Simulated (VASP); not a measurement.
Wanted: the native input for a VASP 6.6.1 run.

```yaml
Task: single point
Functional: PBEsol
Potentials_or_basis: VASP PAW PBE potentials, release 64 (Ba_sv, O)
Cutoff: 600 eV
k_mesh: 9 × 9 × 9
Occupations: fermi-dirac, width 0.03 eV
Spin: no spin polarisation
Dipole_correction: no
Further_INCAR_settings: ALGO = Normal; EDIFF = 1e-06; NBANDS = 15
```

The structure of BaO lies in POSCAR:

```
BaO
1.0
    0.0000000000      2.0262173242      2.0262173242
    2.0262173242      0.0000000000      2.0262173242
    2.0262173242      2.0262173242      0.0000000000
Ba O
1 1
Direct
    0.0000000000      0.0000000000      0.0000000000
    0.5000000000      0.5000000000      0.5000000000
```

This cell differs from its parent crystal: volume scaled by 0.4.

The input as run:

INCAR

```
ALGO = Normal
EDIFF = 1E-6
ENCUT = 600
GGA = PS
GGA_COMPAT = False
ISIF = 2
ISMEAR = -1
LASPH = True
LCHARG = False
LREAL = False
LWAVE = False
NBANDS = 15
NELM = 120
PREC = Accurate
SIGMA = 0.03
```

KPOINTS

```
k-points
0
Gamma
  9 9 9
```

Potentials or basis: VASP PAW PBE potentials, release 64 (Ba_sv, O).

Command:

```sh
$ cat potpaw_PBE.64/Ba_sv/POTCAR potpaw_PBE.64/O/POTCAR > POTCAR
$ mpirun -np 1 vasp_std > vasp.out
```

Results of the run:

The pressure is 505.3 GPa. The band gap on the k mesh is zero (band 8 reaches 12.82 eV, above the bottom of band 9 at 10.73 eV).

Caveat: the PAW data sets were made with another functional, which shifts forces and pressure a little; spin-orbit coupling is left out, which moves the levels of the heavy elements.

Wall time 18 s on 1 thread of Intel Xeon 8259CL, with other jobs on the host, peak memory 0.15 GiB.
